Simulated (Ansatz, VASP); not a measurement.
## One calculation of Al2O3, two programs

```
Al O
1.0
     2.98850    0.00000    0.00000
    -1.49425    2.58812    0.00000
     0.00000    0.00000    7.97264
Al O
2 3
Direct
  0.00000 0.00000 0.29038
  0.00000 0.00000 0.70962
  0.33333 0.66667 0.21585
  0.66667 0.33333 0.78415
  0.00000 0.00000 0.50000
```

Alike in both runs: functional PBEsol; k mesh 12 × 12 × 4; occupations gaussian, width 0.02 eV; no spin polarisation.

Ansatz relaxed the structure, and its values are those at the end. VASP's run is a single point on that final structure, the one shown.

|  | VASP | Ansatz |
| --- | --- | --- |
| version | VASP 6.6.1 | Ansatz 0.2.0 |
| potentials or method | VASP PAW PBE potentials, release 64 (Al, O), cutoff 520 eV | scalar-relativistic, plane waves, PAW |
| valence electrons in the cell | 24 | 24 |

```tsv
	VASP	Ansatz	Ansatz less VASP
gap on the k mesh at the Fermi level (eV)	2.39	2.40	+0.004
least direct gap on the mesh (eV)	2.39	2.40	+0.004
pressure (GPa)	0.3	0.0	-0.27
rms of the force components (eV/Å)	0.033	0.000	-0.0327
```

VASP's potentials were made for PBE, not for PBEsol.
